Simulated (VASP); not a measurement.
Wanted: the native input for a VASP 6.6.1 run.

| Item | Value |
| --- | --- |
| Task | relaxation of cell and atoms |
| Functional | PBE |
| Potentials or basis | VASP PAW PBE potentials, release 64 (Al, O) |
| Cutoff | 600 eV |
| k mesh | 4 × 4 × 6 |
| Occupations | gaussian, width 0.1 eV |
| Spin | no spin polarisation |
| Dipole correction | no |
| Further INCAR settings | ALGO = Normal; EDIFF = 1e-06; IBRION = 2; EDIFFG = -0.04; NSW = 90; ISIF = 3 |

The structure of Al2O3 lies in POSCAR:

```
Al2O3
1.0
    4.3577205600      0.0000000000      0.0000000000
    0.0000000000      4.3577205600      0.0000000000
    0.0000000000      0.0000000000      3.6667896600
Al O
2 3
Direct
    0.0000000000      0.0000000000      0.5000000000
    0.5000000000      0.5000000000      0.0000000000
    0.0000000000      0.0000000000      0.0000000000
    0.0000000000      0.5000000000      0.4759434000
    0.5000000000      0.0000000000      0.5240566000
```

The cell was built from a structure type or drawn by symmetry, and may not be a known phase.

One way to write it, as run:

INCAR

```
  PREC = Accurate
  ENCUT = 600
  EDIFF = 1E-6
  ISMEAR = 0
  SIGMA = 0.1
  LREAL = False
  LASPH = True
  NELM = 60
  ALGO = Normal
  ISIF = 3
  LWAVE = False
  LCHARG = False
  GGA = PE
  IBRION = 2
  NSW = 90
  EDIFFG = -0.04
```

KPOINTS

```
regular mesh
0
Gamma
  4 4 6
```

Potentials or basis: VASP PAW PBE potentials, release 64 (Al, O).

Run with:

```console
$ cat potpaw_PBE.64/Al/POTCAR potpaw_PBE.64/O/POTCAR > POTCAR
$ mpirun -np 1 vasp_std > vasp.out
```

It gave:

The relaxed volume is 9.31 Å³/atom. The relaxed cell is a = 2.895 Å, b = 2.895 Å, c = 5.552 Å, α = 90.00°, β = 90.00°, γ = 90.00°, the space group after relaxing (to 0.1 Å) is P-4m2 (No. 115) and the pressure after relaxing is 0.1 GPa. The largest force after relaxing is 0.030 eV/Å and the band gap on the k mesh is 1.73 eV.

Caveat: the volume moved by over 15 % at a fixed basis, so the end points are rough.

It took 12 min on 1 thread of Intel Xeon 8259CL, with other jobs on the host, peak memory 0.22 GiB.
